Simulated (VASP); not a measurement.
# PbS (Fm-3m) in VASP: a series of runs

The runs below take PbS through dielectric tensor, with r2SCAN.

Everything below comes from runs of VASP 6.6.1. Logs are shortened: lines on timing, memory, paths and dates and some standing lists are left out, and cuts for length are marked.

## Step 1: The cell of the first run

It takes space group Fm-3m (No. 225, cubic). Conventional cell: a = 6.154 Å, b = 6.154 Å, c = 6.154 Å, α = 90.00°, β = 90.00°, γ = 90.00°. Pb (site symmetry m-3m) has 6 S at 3.08 Å within 4.0 Å. S (site symmetry m-3m) has 6 Pb at 3.08 Å within 4.0 Å.

## Step 2: Dielectric tensor, r2SCAN (strain +3.0%)

Input file INCAR:

```
PREC     = Accurate       # precision mode
ENCUT    = 520            # plane-wave cutoff, eV
EDIFF    = 1E-8           # SCF threshold, eV
ISMEAR   = 0              # smearing method
SIGMA    = 0.01           # smearing width, eV
LREAL    = False          # projectors in reciprocal space
LASPH    = True           # aspherical terms in the spheres
NELM     = 100            # most SCF steps
ALGO     = Normal         # electronic algorithm
ISIF     = 2              # what is computed and relaxed
LWAVE    = False          # write WAVECAR
LCHARG   = False          # write CHGCAR
METAGGA  = R2SCAN         # meta-GGA
LMIXTAU  = True         
LCALCEPS = True
```

Input file KPOINTS:

```
regular mesh
0
Gamma
  6 6 6
```

Input file POSCAR:

```
PbS
1.0
    0.0000000000      3.0768496565      3.0768496565
    3.0768496565      0.0000000000      3.0768496565
    3.0768496565      3.0768496565      0.0000000000
Pb S
1 1
Direct
    0.0000000000      0.0000000000      0.0000000000
    0.5000000000      0.5000000000      0.5000000000
```

Potentials or basis: VASP PAW PBE potentials, release 64 (Pb_d, S).

On the command line:

```sh
$ cat potpaw_PBE.64/Pb_d/POTCAR potpaw_PBE.64/S/POTCAR > POTCAR
$ mpirun -np 1 vasp_std > vasp.out
```

OUTCAR:

```text
PREC = Accurate
   ENCUT = 520
   EDIFF = 1E-8
   ISMEAR = 0
   LREAL = False
   LASPH = True
   NELM = 100
   ISIF = 2
   METAGGA = R2SCAN

 ion  position               nearest neighbor table
   1  0.000  0.000  0.000-   2 3.08   2 3.08   2 3.08   2 3.08   2 3.08   2 3.08
   2  0.500  0.500  0.500-   1 3.08   1 3.08   1 3.08   1 3.08   1 3.08   1 3.08

  LATTYP: Found a face centered cubic cell.
 ALAT       =     6.1536993130

  Lattice vectors:

 A1 = (   0.0000000000,   3.0768496565,   3.0768496565)
 A2 = (   3.0768496565,   0.0000000000,   3.0768496565)
 A3 = (   3.0768496565,   3.0768496565,   0.0000000000)

Analysis of symmetry for initial positions (statically):
=====================================================================
 Subroutine PRICEL returns:
 Original cell was already a primitive cell.

 Routine SETGRP: Setting up the symmetry group for a
 face centered cubic supercell.

 Subroutine GETGRP returns: Found 48 space group operations
 (whereof 48 operations were pure point group operations)
 out of a pool of 48 trial point group operations.

The static configuration has the point symmetry O_h .

Analysis of symmetry for dynamics (positions and initial velocities):
=====================================================================
 Subroutine PRICEL returns:
 Original cell was already a primitive cell.

 Routine SETGRP: Setting up the symmetry group for a
 face centered cubic supercell.

 Subroutine GETGRP returns: Found 48 space group operations
 (whereof 48 operations were pure point group operations)
 out of a pool of 48 trial point group operations.

The dynamic configuration has the point symmetry O_h .

 Subroutine INISYM returns: Found 48 space group operations
 (whereof 48 operations are pure point group operations),
 and found     1 'primitive' translations

----------------------------------------------------------------------------------------

                                     Primitive cell

  volume of cell :      58.2571

  direct lattice vectors                    reciprocal lattice vectors
     0.000000000  3.076849656  3.076849656    -0.162503878  0.162503878  0.162503878
     3.076849656  0.000000000  3.076849656     0.162503878 -0.162503878  0.162503878
     3.076849656  3.076849656  0.000000000     0.162503878  0.162503878 -0.162503878

  length of vectors
     4.351322514  4.351322514  4.351322514     0.281464972  0.281464972  0.281464972

  position of ions in fractional coordinates (direct lattice)
     0.000000000  0.000000000  0.000000000
     0.500000000  0.500000000  0.500000000

  ion indices of the primitive-cell ions
   primitive index   ion index
                 1           1
                 2           2

----------------------------------------------------------------------------------------

 KPOINTS: regular mesh

Automatic generation of k-mesh.
 Grid dimensions read from file:
 generate k-points for:    6    6    6

 Generating k-lattice:

  Cartesian coordinates                     Fractional coordinates (reciprocal lattice)
    -0.027083980  0.027083980  0.027083980     0.166666667  0.000000000  0.000000000
     0.027083980 -0.027083980  0.027083980     0.000000000  0.166666667  0.000000000
     0.027083980  0.027083980 -0.027083980     0.000000000  0.000000000  0.166666667

  Length of vectors
     0.046910829  0.046910829  0.046910829

  Shift w.r.t. Gamma in fractional coordinates (k-lattice)
     0.000000000  0.000000000  0.000000000

 Subroutine IBZKPT returns following result:
 ===========================================

 Found     16 irreducible k-points:

 Following reciprocal coordinates:
            Coordinates               Weight
  0.000000  0.000000  0.000000      1.000000
  0.166667  0.000000  0.000000      8.000000
[... 27 lines left out ...]
   LNONCOLLINEAR =      F non collinear calculations
   LSORBIT =      F    spin-orbit coupling
   LASPH  =      T    aspherical Exc in radial PAW
   ENCUT  =  520.0 eV  38.22 Ry    6.18 a.u.   8.09  8.09  8.09*2*pi/ulx,y,z
   NELM   =    100;   NELMIN=  2; NELMDL= -5     # of ELM steps
   EDIFF  = 0.1E-07   stopping-criterion for ELM
   LREAL  =      F    real-space projection
   EDIFFG = 0.1E-06   stopping-criterion for IOM
   NSW    =      0    number of steps for IOM
   IBRION =     -1    ionic relax: 0-MD 1-quasi-New 2-CG
   NFREE  =      0    steps in history (QN), initial steepest desc. (CG)
   ISIF   =      2    stress and relaxation
   ISYM   =      2    0-nonsym 1-usesym 2-fastsym
   POTIM  = 0.5000    time-step for ionic-motion
   TEBEG  =    0.0;   TEEND  =   0.0 temperature during run
   PSTRESS=    0.0 pullay stress
   NELECT =      20.0000    total number of electrons
   NUPDOWN=      -1.0000    fix difference up-down
   EMIN   =  10.00;   EMAX   =-10.00  energy-range for DOS
   EFERMI =   0.00;   METHOD = LEGACY
   ISMEAR =     0;   SIGMA  =   0.01  broadening in eV -4-tet -1-fermi 0-gaus
   EFERMI_NEDOS =   21; number of points for ismear=-14 and -15
   IALGO  =     38    algorithm
   IMIX   =      4    mixing-type and parameters
     AMIX     =   0.40;   BMIX     =  1.00
     AMIX_MAG =   1.60;   BMIX_MAG =  1.00
  volume/ion in A,a.u.               =      29.13       196.57
  Fermi-wavevector in a.u.,A,eV,Ry     =   1.146309  2.166211 17.878402  1.314025
  Thomas-Fermi vector in A             =   2.282994
   LORBIT       =      0    0 simple, 1 ext, 2 COOP (PROOUT), +10 PAW based schemes
   METAGGA = R2SCAN    functional components
   LHFCALC =     F    Hartree Fock is set to
   AEXX    =    0.0000 exact exchange contribution
   IVDW    =     0    specifies the selected vdW correction
   LEPSILON=     F    determine dielectric tensor
   LRPA    =     F    only Hartree local field effects (RPA)
   LRPA       =     F
 non-spin polarized calculation
 Gauss-broadening in eV      SIGMA  =   0.01
  energy-cutoff  :      520.00
  volume of cell :       58.26
 maximum number of plane-waves:      1588
   NGX = 17   NGY = 17   NGZ = 17

 Total electronic dipole moment: p[elc]=(    -0.00000    -0.00000    -0.00000 ) |e| Angst

 Total electronic dipole moment: p[elc]=(     0.00000    -0.00000     0.00000 ) |e| Angst

 number of electron      19.9999994 magnetization

 Free energy of the ion-electron system (eV)
  ---------------------------------------------------
  ext. energy  EPLUGINS =         0.00000000
  ---------------------------------------------------
  free energy    TOTEN  =       -65.54341593 eV

  energy without entropy =      -65.54341593  energy(sigma->0) =      -65.54341593

 E-fermi :   4.2659     XC(G=0):  -9.7086

 val. band max:        4.2096964007   @ k =   0.0000   0.0000   0.5000
 cond. band min:   10000.0000000000   @ k =   0.0000   0.0000   0.0000
 fundamental gap:   9995.7903035993
 Fermi energy:         4.2658741196

 k-point     1 :       0.0000    0.0000    0.0000
  band No.  band energies     occupation
      1     -13.0004      2.00000
      2     -13.0004      2.00000
      3     -13.0004      2.00000
      4     -12.9812      2.00000
      5     -12.9812      2.00000
      6      -8.9404      2.00000
      7      -2.0038      2.00000
      8       2.5286      2.00000
      9       2.5286      2.00000
     10       2.5286      2.00000
     11   10000.0000      0.00000
     12   10000.0000      0.00000
     13   10000.0000      0.00000
     14   10000.0000      0.00000
[... 377 lines left out ...]
      1     -13.0125      2.00000
      2     -13.0025      2.00000
      3     -12.9889      2.00000
      4     -12.9820      2.00000
      5     -12.9698      2.00000
      6      -8.2828      2.00000
      7      -3.2644      2.00000
      8       2.1283      2.00000
      9       2.1617      2.00000
     10       3.0924      2.00000
     11   10000.0000      0.00000
     12   10000.0000      0.00000
     13   10000.0000      0.00000
     14   10000.0000      0.00000

 [... further k-points ...]

------------------------ aborting loop because EDIFF is reached ----------------------------------------

            Ionic dipole moment: p[ion]=(   -18.46110   -18.46110   -18.46110 ) |e| Angst

 Total electronic dipole moment: p[elc]=(     0.00012     0.00012     0.03668 ) |e| Angst

 MACROSCOPIC STATIC DIELECTRIC TENSOR (including local field effects)
 ------------------------------------------------------
          12.394344    -0.000000    -0.000000
          -0.000000    12.394344     0.000000
          -0.000000     0.000000    12.394344
 ------------------------------------------------------

 PIEZOELECTRIC TENSOR (including local field effects) (e Angst)
          XX          YY          ZZ          XY          YZ          ZX
  --------------------------------------------------------------------------------
  x     0.00000     0.00000     0.00000     0.00000     0.00000     0.00000
  y     0.00000     0.00000     0.00000     0.00000     0.00000     0.00000
  z     0.00000     0.00000     0.00000     0.00000     0.00000     0.00000

 PIEZOELECTRIC TENSOR (including local field effects) (C/m^2)
          XX          YY          ZZ          XY          YZ          ZX
  --------------------------------------------------------------------------------
  x     0.00000     0.00000     0.00000     0.00000     0.00000     0.00000
  y     0.00000     0.00000     0.00000     0.00000     0.00000     0.00000
  z     0.00000     0.00000     0.00000     0.00000     0.00000     0.00000

 BORN EFFECTIVE CHARGES (including local field effects) (in |e|, cummulative output)
 ---------------------------------------------------------------------------------
 ion    1
    1     4.33824     0.00000    -0.00000
    2     0.00000     4.33824     0.00000
    3     0.00000     0.00000     4.33824
 ion    2
    1    -4.33824     0.00000     0.00000
    2     0.00000    -4.33824     0.00000
    3    -0.00000    -0.00000    -4.33824

  FORCE on cell =-STRESS in cart. coord.  units (eV):
  Direction    XX          YY          ZZ          XY          YZ          ZX
  --------------------------------------------------------------------------------------
  -------------------------------------------------------------------------------------
  Total       -1.5569324     -1.5569324     -1.5569324      0.0000000      0.0000000      0.0000000
  in kB      -42.8185070    -42.8185070    -42.8185070      0.0000000      0.0000000      0.0000000
  external PRESSURE =     -42.8185070 kB  Pullay stress =       0.0000000 kB

 VOLUME and BASIS-vectors are now :
 -----------------------------------------------------------------------------
  energy-cutoff  :      520.00
  volume of cell :       58.26
      direct lattice vectors                 reciprocal lattice vectors
     0.000000000  3.076849656  3.076849656    -0.162503878  0.162503878  0.162503878
     3.076849656  0.000000000  3.076849656     0.162503878 -0.162503878  0.162503878
     3.076849656  3.076849656  0.000000000     0.162503878  0.162503878 -0.162503878

 POSITION                                       TOTAL-FORCE (eV/Angst)
 -----------------------------------------------------------------------------------
      0.00000      0.00000      0.00000        -0.000000     -0.000000     -0.000000
      3.07685      3.07685      3.07685         0.000000      0.000000      0.000000
 -----------------------------------------------------------------------------------
    total drift:                                0.000000     -0.000000     -0.000000

  FREE ENERGIE OF THE ION-ELECTRON SYSTEM (eV)
  ---------------------------------------------------
  free  energy   TOTEN  =       -65.5434159258 eV

  energy  without entropy=      -65.5434159258  energy(sigma->0) =      -65.54341593
```

Run time: 38 min. Hardware: 1 thread of AMD EPYC 9R45 (Zen 5), shared host; peak memory 0.36 GiB.

What came out:

- Band gap on the k mesh: 0.98 eV
- Electronic dielectric tensor (diagonal): 12.39
- Born charges (mean of the diagonal): Pb +4.34; S -4.34 e

Levels at points of the mesh, in eV from the valence-band top:
```
           k point  band 6  band 7  band 8  band 9  band 10  band 11  band 12  band 13  band 14
(0.00, 0.00, 0.00)  -13.15   -6.21   -1.68   -1.68    -1.68     5.32     5.32     5.32     7.50
(0.50, 0.00, 0.00)  -12.16   -8.41   -1.36   -1.36     0.00     0.98     2.50     2.50     9.09
(0.50, 0.50, 0.00)  -11.86   -7.13   -4.35   -2.80    -2.80     4.70     5.71     5.75     5.75
```

Electronic dielectric tensor:
```
12.39  0.00  0.00
 0.00 12.39  0.00
 0.00  0.00 12.39
```

Born effective charge tensors (e):
atom 1, Pb
```
4.34 0.00 0.00
0.00 4.34 0.00
0.00 0.00 4.34
```
atom 2, S
```
-4.34  0.00  0.00
 0.00 -4.34  0.00
 0.00  0.00 -4.34
```

Dipole moments of the cell (e·Å, modulo the quantum): ionic -18.461, -18.461, -18.461; electronic 0.000, 0.000, 0.037

Caveat: the cell differs from its parent crystal (strain +3.0%); the PAW data sets were made with another functional, which shifts forces and pressure a little; spin-orbit coupling is left out, which moves the levels of the heavy elements.

## Step 3: Dielectric tensor, r2SCAN (strain +4.0%)

Input file INCAR:

```
SYSTEM = PbS
  ALGO = Normal
  EDIFF = 1E-8
  ENCUT = 520
  ISIF = 2
  ISMEAR = 0
  LASPH = .True.
  LCALCEPS = .True.
  LCHARG = .False.
  LMIXTAU = .True.
  LREAL = .False.
  LWAVE = .False.
  METAGGA = R2SCAN
  NELM = 60
  PREC = Accurate
  SIGMA = 0.01
```

Input file KPOINTS:

```
k-points
0
Gamma
  6 6 6
  0 0 0
```

Input file POSCAR:

```
PbS
1.0
    0.0000000000      3.1067219832      3.1067219832
    3.1067219832      0.0000000000      3.1067219832
    3.1067219832      3.1067219832      0.0000000000
Pb S
1 1
Direct
    0.0000000000      0.0000000000      0.0000000000
    0.5000000000      0.5000000000      0.5000000000
```

Potentials or basis: VASP PAW PBE potentials, release 64 (Pb_d, S).

On the command line:

```sh
$ cat potpaw_PBE.64/Pb_d/POTCAR potpaw_PBE.64/S/POTCAR > POTCAR
$ mpirun -np 1 vasp_std > vasp.out
```

OUTCAR:

```text
SYSTEM = PbS
   EDIFF = 1E-8
   ENCUT = 520
   ISIF = 2
   ISMEAR = 0
   LASPH = .True.
   LREAL = .False.
   METAGGA = R2SCAN
   NELM = 60
   PREC = Accurate

 ion  position               nearest neighbor table
   1  0.000  0.000  0.000-   2 3.11   2 3.11   2 3.11   2 3.11   2 3.11   2 3.11
   2  0.500  0.500  0.500-   1 3.11   1 3.11   1 3.11   1 3.11   1 3.11   1 3.11

  LATTYP: Found a face centered cubic cell.
 ALAT       =     6.2134439664

  Lattice vectors:

 A1 = (   0.0000000000,   3.1067219832,   3.1067219832)
 A2 = (   3.1067219832,   0.0000000000,   3.1067219832)
 A3 = (   3.1067219832,   3.1067219832,   0.0000000000)

Analysis of symmetry for initial positions (statically):
=====================================================================
 Subroutine PRICEL returns:
 Original cell was already a primitive cell.

 Routine SETGRP: Setting up the symmetry group for a
 face centered cubic supercell.

[... 596 lines left out ...]
  z     0.00000     0.00000     0.00000     0.00000     0.00000     0.00000

 PIEZOELECTRIC TENSOR (including local field effects) (C/m^2)
          XX          YY          ZZ          XY          YZ          ZX
  --------------------------------------------------------------------------------
  x     0.00000     0.00000     0.00000     0.00000     0.00000     0.00000
  y     0.00000     0.00000     0.00000     0.00000     0.00000     0.00000
  z     0.00000     0.00000     0.00000     0.00000     0.00000     0.00000

 BORN EFFECTIVE CHARGES (including local field effects) (in |e|, cummulative output)
 ---------------------------------------------------------------------------------
 ion    1
    1     4.33596     0.00000     0.00000
    2    -0.00000     4.33596    -0.00000
    3    -0.00000    -0.00000     4.33596
 ion    2
    1    -4.33596     0.00000    -0.00000
    2     0.00000    -4.33596     0.00000
    3     0.00000     0.00000    -4.33596

  FORCE on cell =-STRESS in cart. coord.  units (eV):
  Direction    XX          YY          ZZ          XY          YZ          ZX
  --------------------------------------------------------------------------------------
  -------------------------------------------------------------------------------------
  Total       -1.9922733     -1.9922733     -1.9922733     -0.0000000      0.0000000      0.0000000
  in kB      -53.2258152    -53.2258152    -53.2258152     -0.0000000      0.0000000      0.0000000
  external PRESSURE =     -53.2258152 kB  Pullay stress =       0.0000000 kB

 VOLUME and BASIS-vectors are now :
 -----------------------------------------------------------------------------
  energy-cutoff  :      520.00
  volume of cell :       59.97
      direct lattice vectors                 reciprocal lattice vectors
     0.000000000  3.106721983  3.106721983    -0.160941340  0.160941340  0.160941340
     3.106721983  0.000000000  3.106721983     0.160941340 -0.160941340  0.160941340
     3.106721983  3.106721983  0.000000000     0.160941340  0.160941340 -0.160941340

 POSITION                                       TOTAL-FORCE (eV/Angst)
 -----------------------------------------------------------------------------------
      0.00000      0.00000      0.00000         0.000000      0.000000      0.000000
      3.10672      3.10672      3.10672        -0.000000      0.000000     -0.000000
 -----------------------------------------------------------------------------------
    total drift:                                0.000000      0.000000      0.000000

  FREE ENERGIE OF THE ION-ELECTRON SYSTEM (eV)
  ---------------------------------------------------
  free  energy   TOTEN  =       -65.4925800747 eV

  energy  without entropy=      -65.4925800747  energy(sigma->0) =      -65.49258007
```

OSZICAR:

```text
N       E                     dE             d eps       ncg     rms          rms(c)
DAV:   1     0.102354791467E+03    0.10235E+03   -0.98352E+03   448   0.147E+03
DAV:   2    -0.563201061084E+02   -0.15867E+03   -0.15489E+03   466   0.358E+02
[... 13 lines left out ...]
DMP:  16    -0.654925799730E+02   -0.47675E-07   -0.38578E-07   952   0.409E-07   0.107E-06
DMP:  17    -0.654925800081E+02   -0.35134E-07   -0.27600E-07   952   0.285E-07   0.779E-07
DMP:  18    -0.654925800331E+02   -0.24980E-07   -0.19897E-07   952   0.203E-07   0.566E-07
DMP:  19    -0.654925800514E+02   -0.18294E-07   -0.14461E-07   952   0.147E-07   0.414E-07
DMP:  20    -0.654925800650E+02   -0.13654E-07   -0.10632E-07   952   0.108E-07   0.304E-07
DMP:  21    -0.654925800747E+02   -0.96361E-08   -0.79006E-08   952   0.800E-08   0.226E-07
   1 F= -.65492580E+02 E0= -.65492580E+02  d E =-.249129E-17
```

Wall time 54 min (1 thread of AMD EPYC 9R45 (Zen 5), shared host); peak memory 0.39 GiB.

Results:

```yaml
Band_gap_on_the_k_mesh: 1.05 eV
Electronic_dielectric_tensor_diagonal: 12.08
Born_charges_mean_of_the_diagonal: Pb +4.34; S -4.34 e
```

Electronic dielectric tensor:
```
12.08  0.00  0.00
 0.00 12.08  0.00
 0.00  0.00 12.08
```

Born effective charge tensors (e):
atom 1, Pb
```
4.34 0.00 0.00
0.00 4.34 0.00
0.00 0.00 4.34
```
atom 2, S
```
-4.34  0.00  0.00
 0.00 -4.34  0.00
 0.00  0.00 -4.34
```

Dipole moments of the cell (e·Å, modulo the quantum): ionic -18.640, -18.640, -18.640; electronic 0.000, 0.000, 0.037

Caveat: the cell differs from its parent crystal (strain +4.0%); the PAW data sets were made with another functional, which shifts forces and pressure a little; spin-orbit coupling is left out, which moves the levels of the heavy elements.

The gap in the log of VASP goes by the Fermi energy; the results here count the filled bands.